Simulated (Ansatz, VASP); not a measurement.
# Sr3Ga in VASP and in Ansatz

File INCAR:

```
SYSTEM = Sr3Ga
PREC = Accurate
ENCUT = 600
EDIFF = 1E-7
ISMEAR = 0
SIGMA = 0.1
LREAL = .FALSE.
LASPH = .TRUE.
NELM = 60
ALGO = Fast
ISIF = 3
LWAVE = .FALSE.
LCHARG = .FALSE.
GGA = PE
IBRION = 2
NSW = 90
EDIFFG = -0.04
```

The input KPOINTS:

```
Automatic mesh
0
G
  6 6 6
  0 0 0
```

POSCAR

```
Sr3Ga
1.0
   -2.3490820790      2.3490820790      5.2473002285
    2.3490820790     -2.3490820790      5.2473002285
    2.3490820790      2.3490820790     -5.2473002285
Sr Ga
3 1
Direct
    0.5000000000      0.5000000000      0.0000000000
    0.2500000000      0.7500000000      0.5000000000
    0.7500000000      0.2500000000      0.5000000000
    0.0000000000      0.0000000000      0.0000000000
```

Input for Ansatz:

```yaml
crystal:
  lattice:
    - [-2.349082079, 2.349082079, 5.2473002285]
    - [2.349082079, -2.349082079, 5.2473002285]
    - [2.349082079, 2.349082079, -5.2473002285]
  atoms:
    - { symbol: Sr, position: [0.5, 0.5, 0.0] }
    - { symbol: Sr, position: [0.25, 0.75, 0.5] }
    - { symbol: Sr, position: [0.75, 0.25, 0.5] }
    - { symbol: Ga, position: [0.0, 0.0, 0.0] }
basis:
  ecutwfc: 420
kpoints:
  mp_grid: { grid: [6, 6, 6] }
hamiltonian:
  xc: pbe
scf:
  occupations: { method: gaussian, width: 0.1 }
  lower_state_search: "off"
output:
  forces: true
  stress: true
  eigenvalues: true
relax:
  adjacent_minimum: "off"
  f_tol: 0.04
  max_steps: 70
  cell: { stress_tol: 0.4 }
```

Alike in both runs: task relaxation of cell and atoms; functional PBE; k mesh 6 × 6 × 6; occupations gaussian, width 0.1 eV; no spin polarisation.

```csv
,VASP,Ansatz
version,VASP 6.6.1,Ansatz 0.2.0
potentials or method,"VASP PAW PBE potentials, release 64 (Sr_sv, Ga_d), cutoff 600 eV","scalar-relativistic, plane waves, PAW"
valence electrons in the cell,43,43
```

```csv
,VASP,Ansatz,Ansatz less VASP
"gap on the k mesh at the Fermi level, each at its own relaxed structure (eV)",none,none,-
relaxed volume (Å³/atom),38.53,38.49,-0.044
relaxed length of the cell vector where the two differ most in proportion (Å),6.301,6.273,-0.0287
```

A gap of «none» marks a metal or a gap that the smearing closes.

Noted on VASP's run: the volume moved by over 15 % at a fixed basis, so the end points are rough.
